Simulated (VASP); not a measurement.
AlRu: single point with PBE

Crystal: AlRu.

```
CELL_PARAMETERS angstrom
3.00389 0.00000 0.00000
0.00000 3.00389 0.00000
0.00000 0.00000 6.00778
ATOMIC_POSITIONS crystal
Al 0.00000 0.00000 0.99750
Al 0.00000 0.00000 0.50250
Ru 0.48382 0.50000 0.25000
Ru 0.51618 0.50000 0.75000
```

This cell differs from its parent crystal: atoms displaced along several vibrational modes.

- Program: VASP 6.6.1
- Task: single point
- Functional: PBE
- Potentials or basis: VASP PAW PBE potentials, release 64 (Al, Ru_pv)
- Cutoff: 520 eV
- k mesh: 14 × 14 × 8
- Occupations: gaussian, width 0.15 eV
- Spin: no spin polarisation

- Pressure: 0.3 GPa
- Largest force: 0.456 eV/Å
- Band gap on the k mesh: zero (bands 17 and 18 overlap by 2.90 eV)

Forces in eV/Å, atoms in the order of the input:
```
Al   0.017  0.000  0.162
Al   0.017  0.000 -0.162
Ru   0.422  0.000  0.000
Ru  -0.456  0.000  0.000
```

Stress tensor (GPa, compression positive):
```
0.25 0.00 0.00
0.00 0.35 0.00
0.00 0.00 0.16
```

Levels at points of the mesh, in eV from the Fermi level:
```
           k point  band 13  band 14  band 15  band 16  band 17  band 18  band 19  band 20  band 21  band 22
(0.00, 0.00, 0.00)    -1.58    -1.57     0.15     0.16     0.17     0.42     2.22     6.02     6.02     6.05
(0.50, 0.00, 0.00)    -1.58    -1.34    -1.25    -1.15    -1.14     0.41     1.49     2.25     5.20     6.09
(0.00, 0.50, 0.00)    -1.59    -1.37    -1.33    -1.14    -1.13     0.41     1.49     2.24     5.22     6.11
(0.50, 0.50, 0.00)    -1.36    -1.18    -1.16     1.50     1.59     1.60     2.53     4.09     4.10     4.11
(0.00, 0.00, 0.50)    -0.86    -0.85    -0.83    -0.82     0.27     0.32     3.05     3.07     7.81     7.89
(0.50, 0.00, 0.50)    -1.58    -1.51    -1.41    -1.33    -0.47    -0.44     2.09     2.11     7.05     7.14
(0.00, 0.50, 0.50)    -1.67    -1.59    -1.38    -1.29    -0.47    -0.43     2.08     2.11     7.16     7.31
(0.50, 0.50, 0.50)    -1.33    -1.32     1.54     1.56     1.79     1.82     1.90     1.92     4.45     4.48
```

Wall time 2.8 min on 1 thread of Intel(R) Xeon(R) 6975P-C (Granite Rapids), with other jobs on the host, peak memory 0.45 GiB.

Caveat: the cell differs from its parent crystal (atoms displaced along several vibrational modes).
